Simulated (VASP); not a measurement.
# Mo4H in VASP: single point with PBEsol

Aim: the single point of Mo4H with PBEsol.

Program: VASP 6.6.1. These are calculated values, not measurements. Logs are shortened: lines on timing, memory, paths and dates and some standing lists are left out, and cuts for length are marked.

### 1 The cell of the first run

The cell holds a slab with vacuum, 5 atoms: a = 2.801 Å, b = 2.801 Å, c = 24.941 Å, α = 90.00°, β = 90.00°, γ = 90.00°.

### 2 Single point, PBEsol

INCAR reads:

```
SYSTEM = Mo4H
  PREC = Accurate
  ENCUT = 520
  EDIFF = 1E-6
  ISMEAR = 0
  SIGMA = 0.1
  LREAL = .False.
  LASPH = .True.
  NELM = 60
  ALGO = Normal
  ISIF = 2
  LWAVE = .False.
  LCHARG = .False.
  LDIPOL = .True.
  IDIPOL = 3
  DIPOL = 0.5 0.5 0.494
  GGA = PS
  NBANDS = 36
```

KPOINTS reads:

```
Automatic mesh
0
Gamma
  10 10 1
  0 0 0
```

POSCAR reads:

```
Mo4H
1.0
    2.8007049267      0.0000000000      0.0000000000
    0.0000000000      2.8007049267      0.0000000000
    0.0000000000      0.0000000000     24.9411923373
Mo H
4 1
Direct
    0.5000000000      0.5000000000      0.3408016700
    0.0000000000      0.0000000000      0.4202043472
    0.5000000000      0.5000000000      0.4974210122
    0.0000000000      0.0000000000      0.5751683665
    0.0000000000      0.3333333333      0.6340982414
```

Potentials or basis: VASP PAW PBE potentials, release 64 (Mo_sv, H).

On the command line:

```console
cat potpaw_PBE.64/Mo_sv/POTCAR potpaw_PBE.64/H/POTCAR > POTCAR
mpirun -np 1 vasp_std > vasp.out
```

OUTCAR:

```text
SYSTEM = Mo4H
   PREC = Accurate
   ENCUT = 520
   EDIFF = 1E-6
   ISMEAR = 0
   LREAL = .False.
   LASPH = .True.
   NELM = 60
   ISIF = 2
   GGA = PS

 ion  position               nearest neighbor table
   1  0.500  0.500  0.341-   2 2.80   2 2.80   2 2.80   2 2.80
   2  0.000  0.000  0.420-   3 2.76   3 2.76   3 2.76   3 2.76   1 2.80   1 2.80   1 2.80   1 2.80

   3  0.500  0.500  0.497-   2 2.76   2 2.76   2 2.76   2 2.76   4 2.77   4 2.77   4 2.77   4 2.77

   4  0.000  0.000  0.575-   5 1.74   3 2.77   3 2.77   3 2.77   3 2.77
   5  0.000  0.333  0.634-   4 1.74

  LATTYP: Found a simple tetragonal cell.
 ALAT       =     2.8007049267
 C/A-ratio  =     8.9053266910

  Lattice vectors:

 A1 = (   2.8007049267,   0.0000000000,   0.0000000000)
 A2 = (   0.0000000000,   2.8007049267,   0.0000000000)
 A3 = (   0.0000000000,   0.0000000000,  24.9411923373)

Analysis of symmetry for initial positions (statically):
=====================================================================
 Subroutine PRICEL returns:
 Original cell was already a primitive cell.

 Routine SETGRP: Setting up the symmetry group for a
 simple tetragonal supercell.

 Subroutine GETGRP returns: Found  2 space group operations
 (whereof  2 operations were pure point group operations)
 out of a pool of 16 trial point group operations.

The static configuration has the point symmetry C_1h.

Analysis of symmetry for dynamics (positions and initial velocities):
=====================================================================
 Subroutine PRICEL returns:
 Original cell was already a primitive cell.

 Routine SETGRP: Setting up the symmetry group for a
 simple tetragonal supercell.

 Subroutine GETGRP returns: Found  2 space group operations
 (whereof  2 operations were pure point group operations)
 out of a pool of 16 trial point group operations.

The dynamic configuration has the point symmetry C_1h.

 Subroutine INISYM returns: Found  2 space group operations
 (whereof  2 operations are pure point group operations),
 and found     1 'primitive' translations

----------------------------------------------------------------------------------------

[... 102 lines left out ...]
   IBRION =     -1    ionic relax: 0-MD 1-quasi-New 2-CG
   NFREE  =      0    steps in history (QN), initial steepest desc. (CG)
   ISIF   =      2    stress and relaxation
   ISYM   =      2    0-nonsym 1-usesym 2-fastsym
   POTIM  = 0.5000    time-step for ionic-motion
   TEBEG  =    0.0;   TEEND  =   0.0 temperature during run
   PSTRESS=    0.0 pullay stress
   NELECT =      57.0000    total number of electrons
   NUPDOWN=      -1.0000    fix difference up-down
   EMIN   =  10.00;   EMAX   =-10.00  energy-range for DOS
   EFERMI =   0.00;   METHOD = LEGACY
   ISMEAR =     0;   SIGMA  =   0.10  broadening in eV -4-tet -1-fermi 0-gaus
   EFERMI_NEDOS =   21; number of points for ismear=-14 and -15
   IALGO  =     38    algorithm
   IMIX   =      4    mixing-type and parameters
     AMIX     =   0.40;   BMIX     =  1.00
     AMIX_MAG =   1.60;   BMIX_MAG =  1.00
  volume/ion in A,a.u.               =      39.13       264.05
  Fermi-wavevector in a.u.,A,eV,Ry     =   1.085298  2.050916 16.025928  1.177873
  Thomas-Fermi vector in A             =   2.221409
   LORBIT       =      0    0 simple, 1 ext, 2 COOP (PROOUT), +10 PAW based schemes
   GGA     = PS    functional components
   LHFCALC =     F    Hartree Fock is set to
   AEXX    =    0.0000 exact exchange contribution
   IVDW    =     0    specifies the selected vdW correction
   LEPSILON=     F    determine dielectric tensor
   LRPA    =     F    only Hartree local field effects (RPA)
 non-spin polarized calculation
 Gauss-broadening in eV      SIGMA  =   0.10
  energy-cutoff  :      520.00
  volume of cell :      195.64
 maximum number of plane-waves:      5328
 NGX is ok and might be reduce to    24
   NGX = 11   NGY = 11   NGZ = 93

 dipolmoment           0.000000      0.000000     -0.030381 electrons x Angstroem

 number of electron      56.9999997 magnetization

 dipolmoment           0.000000      0.000000      0.047681 electrons x Angstroem

 Free energy of the ion-electron system (eV)
  ---------------------------------------------------
  ext. energy  EPLUGINS =         0.00000000
  ---------------------------------------------------
  free energy    TOTEN  =       -46.10528659 eV

  energy without entropy =      -46.09249638  energy(sigma->0) =      -46.09889148

 E-fermi :   0.5704     XC(G=0):  -5.3144

 val. band max:        0.5581452811   @ k =   0.0000   0.2000   0.0000
 cond. band min:       0.5842244968   @ k =  -0.2000   0.3000   0.0000
 fundamental gap:      0.0260792157
 Fermi energy:         0.5704075153

 k-point     1 :       0.0000    0.0000    0.0000
  band No.  band energies     occupation
      1     -60.1826      2.00000
      2     -60.1417      2.00000
      3     -59.9459      2.00000
      4     -59.6982      2.00000
      5     -34.6919      2.00000
      6     -34.4650      2.00000
[... 925 lines left out ...]
     35       3.6644      0.00000
     36       4.2095      0.00000

 [... further k-points ...]

------------------------ aborting loop because EDIFF is reached ----------------------------------------

 vacuum level on the upper side and lower side of the slab       (xc-potential included)         0.362        -0.678

  FORCE on cell =-STRESS in cart. coord.  units (eV):
  Direction    XX          YY          ZZ          XY          YZ          ZX
  --------------------------------------------------------------------------------------
  -------------------------------------------------------------------------------------
  Total       -4.2745675     -5.0678863      0.2844291      0.0000000      1.8957124      0.0000000
  in kB      -35.0066729    -41.5035764      2.3293391      0.0000000     15.5249822      0.0000000
  external PRESSURE =     -24.7269701 kB  Pullay stress =       0.0000000 kB

 VOLUME and BASIS-vectors are now :
 -----------------------------------------------------------------------------
  energy-cutoff  :      520.00
  volume of cell :      195.64
      direct lattice vectors                 reciprocal lattice vectors
     2.800704927  0.000000000  0.000000000     0.357052966  0.000000000  0.000000000
     0.000000000  2.800704927  0.000000000     0.000000000  0.357052966  0.000000000
     0.000000000  0.000000000 24.941192337     0.000000000  0.000000000  0.040094314

 POSITION                                       TOTAL-FORCE (eV/Angst)
 -----------------------------------------------------------------------------------
      1.40035      1.40035      8.50000         0.000000      0.002415      0.199826
      0.00000      0.00000     10.48040         0.000000      0.119498     -0.140682
      1.40035      1.40035     12.40627         0.000000     -0.477254     -0.484038
      0.00000      0.00000     14.34538         0.000000     -0.628387      0.421690
      0.00000      0.93357     15.81517         0.000000      0.983728      0.003203
 -----------------------------------------------------------------------------------
    total drift:                                0.000000     -0.000022      0.000153

  FREE ENERGIE OF THE ION-ELECTRON SYSTEM (eV)
  ---------------------------------------------------
  free  energy   TOTEN  =       -46.1052865890 eV

  energy  without entropy=      -46.0924963760  energy(sigma->0) =      -46.09889148

 vacuum level on the upper side and lower side of the slab         6.105         5.074
```

OSZICAR:

```text
N       E                     dE             d eps       ncg     rms          rms(c)
DAV:   1     0.571644371351E+03    0.57164E+03   -0.35990E+04  3424   0.140E+03
DAV:   2    -0.322965427151E+02   -0.60394E+03   -0.59322E+03  3088   0.427E+02
DAV:   3    -0.500221514004E+02   -0.17726E+02   -0.16966E+02  3344   0.667E+01
[... 22 lines left out ...]
DAV:  26    -0.461052768401E+02   -0.49933E-05   -0.88671E-07  1812   0.305E-03    0.147E-03
DAV:  27    -0.461052801879E+02   -0.33478E-05   -0.20333E-07  1652   0.222E-03    0.803E-04
DAV:  28    -0.461052840566E+02   -0.38687E-05   -0.21991E-07  1604   0.130E-03    0.660E-04
DAV:  29    -0.461052857518E+02   -0.16952E-05   -0.79413E-08  1576   0.872E-04    0.548E-04
DAV:  30    -0.461052865890E+02   -0.83721E-06   -0.32906E-08  1432   0.808E-04
   1 F= -.46105287E+02 E0= -.46098891E+02  d E =-.127902E-01
```

It took 7.7 min on 1 thread of Intel Xeon Platinum 8259CL at 2.50GHz (Skylake/Cascade Lake), shared host; peak memory 0.43 GiB.

What came out:

```yaml
Free_energy: -46.1053 eV
Largest_force: 0.984 eV/Å
```

Forces on the atoms (eV/Å):
```
Mo   0.000  0.002  0.200
Mo   0.000  0.119 -0.141
Mo   0.000 -0.477 -0.484
Mo   0.000 -0.628  0.422
H    0.000  0.984  0.003
```

Levels at points of the mesh, in eV from the Fermi level:
| k point | band 27 | band 28 | band 29 | band 30 | band 31 | band 32 |
| --- | --- | --- | --- | --- | --- | --- |
| (0.00, 0.00, 0.00) | -0.51 | -0.49 | 0.55 | 0.61 | 1.01 | 1.63 |
| (0.50, 0.00, 0.00) | -0.76 | -0.76 | -0.30 | 0.28 | 0.33 | 1.00 |
| (0.00, 0.50, 0.00) | -0.76 | -0.75 | 0.21 | 0.27 | 0.30 | 0.96 |
| (0.50, 0.50, 0.00) | 0.52 | 1.56 | 1.86 | 2.51 | 3.12 | 3.35 |

Caveat: the PAW data sets were made with another functional, which shifts forces and pressure a little.
